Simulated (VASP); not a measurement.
# KMgF3 (cubic perovskite) (Pm-3m) in VASP: a series of runs, part 2 of 2

VASP 6.6.1.

**3. Single point, PBEsol (volume scaled by 1.06)**

File INCAR:

```
PREC     = Accurate       # precision mode
ENCUT    = 520            # plane-wave cutoff, eV
EDIFF    = 1E-6           # SCF threshold, eV
ISMEAR   = 0              # smearing method
SIGMA    = 0.01           # smearing width, eV
LREAL    = False          # projectors in reciprocal space
LASPH    = True           # aspherical terms in the spheres
NELM     = 100            # most SCF steps
ALGO     = Normal         # electronic algorithm
ISIF     = 2              # what is computed and relaxed
LWAVE    = False          # write WAVECAR
LCHARG   = False          # write CHGCAR
GGA      = PS             # functional
NBANDS   = 24             # bands
```

File KPOINTS:

```
Automatic mesh
0
Gamma
  6 6 6
```

File POSCAR:

```
KMgF3
1.0
    4.0845689666      0.0000000000      0.0000000000
    0.0000000000      4.0845689666      0.0000000000
    0.0000000000      0.0000000000      4.0845689666
K Mg F
1 1 3
Direct
    0.5000000000      0.5000000000      0.5000000000
    0.0000000000      0.0000000000      0.0000000000
    0.5000000000      0.0000000000      0.0000000000
    0.0000000000      0.5000000000      0.0000000000
    0.0000000000      0.0000000000      0.5000000000
```

Potentials or basis: VASP PAW PBE potentials, release 64 (K_sv, Mg, F).

On the command line:

```sh
> cat potpaw_PBE.64/K_sv/POTCAR potpaw_PBE.64/Mg/POTCAR potpaw_PBE.64/F/POTCAR > POTCAR
> mpirun -np 1 vasp_std > vasp.out
```

OUTCAR:

```text
PREC = Accurate
   ENCUT = 520
   EDIFF = 1E-6
   ISMEAR = 0
   LREAL = False
   LASPH = True
   NELM = 100
   ISIF = 2
   GGA = PS

 ion  position               nearest neighbor table
   1  0.500  0.500  0.500-   2 3.54   2 3.54   2 3.54   2 3.54   2 3.54   2 3.54   2 3.54   2 3.54

   2  0.000  0.000  0.000-   3 2.04   4 2.04   5 2.04   5 2.04   4 2.04   3 2.04   1 3.54   1 3.54
                             1 3.54   1 3.54   1 3.54   1 3.54   1 3.54   1 3.54
   3  0.500  0.000  0.000-   2 2.04   2 2.04
   4  0.000  0.500  0.000-   2 2.04   2 2.04
   5  0.000  0.000  0.500-   2 2.04   2 2.04

[... 736 lines left out ...]
  -------------------------------------------------------------------------------------
  Total       -1.9944024     -1.9944024     -1.9944024      0.0000000     -0.0000000     -0.0000000
  in kB      -46.8904788    -46.8904788    -46.8904788      0.0000000     -0.0000000     -0.0000000
  external PRESSURE =     -46.8904788 kB  Pullay stress =       0.0000000 kB

 VOLUME and BASIS-vectors are now :
 -----------------------------------------------------------------------------
  energy-cutoff  :      520.00
  volume of cell :       68.15
      direct lattice vectors                 reciprocal lattice vectors
     4.084568967  0.000000000  0.000000000     0.244823874  0.000000000  0.000000000
     0.000000000  4.084568967  0.000000000     0.000000000  0.244823874  0.000000000
     0.000000000  0.000000000  4.084568967     0.000000000  0.000000000  0.244823874

 POSITION                                       TOTAL-FORCE (eV/Angst)
 -----------------------------------------------------------------------------------
      2.04228      2.04228      2.04228         0.000000      0.000000      0.000000
      0.00000      0.00000      0.00000         0.000000      0.000000      0.000000
      2.04228      0.00000      0.00000         0.000000      0.000000      0.000000
      0.00000      2.04228      0.00000         0.000000      0.000000      0.000000
      0.00000      0.00000      2.04228         0.000000      0.000000      0.000000
 -----------------------------------------------------------------------------------
    total drift:                                0.000000     -0.000000      0.000000

  FREE ENERGIE OF THE ION-ELECTRON SYSTEM (eV)
  ---------------------------------------------------
  free  energy   TOTEN  =       -25.1963586455 eV

  energy  without entropy=      -25.1963586455  energy(sigma->0) =      -25.19635865
```

stdout:

```text
POSCAR found type information on POSCAR K MgF
 POSCAR found :  3 types and       5 ions
 scaLAPACK will be used
 -----------------------------------------------------------------------------
|                                                                             |
|                                                                             |
|     You enforced a specific xc type in the INCAR file but a different       |
|     I HOPE YOU KNOW WHAT YOU ARE DOING!                                     |
|                                                                             |
 -----------------------------------------------------------------------------

 LDA part: xc-table for (Slater+PW92), standard interpolation
 POSCAR, INCAR and KPOINTS ok, starting setup
 FFT: planning ... GRIDC
 FFT: planning ... GRID_SOFT
 FFT: planning ... GRID
 WAVECAR not read
 entering main loop
```

Run time: 16 s. Hardware: 1 thread of Intel Xeon 6975P-C (Granite Rapids), shared host; peak memory 0.18 GiB.

Results:

| Property | Result |
| --- | --- |
| Free energy | -25.1964 eV |
| Pressure | -4.7 GPa |
| Band gap on the k mesh | 6.61 eV, indirect (least direct gap 6.93 eV) |

Levels at points of the mesh, in eV from the valence-band top:
```
           k point  band 13  band 14  band 15  band 16  band 17  band 18  band 19  band 20
(0.00, 0.00, 0.00)    -0.56    -0.32    -0.32    -0.32     6.61     9.85     9.85    11.95
(0.50, 0.00, 0.00)    -0.79    -0.78    -0.49    -0.49     9.51     9.57    10.82    12.39
(0.50, 0.50, 0.00)    -0.94    -0.84    -0.84    -0.02    10.36    11.21    11.78    11.78
(0.50, 0.50, 0.50)    -1.07     0.00     0.00     0.00    10.02    10.02    10.02    13.20
```

Caveat: the PAW data sets were made with another functional, which shifts forces and pressure a little. A k mesh can miss the band edges.
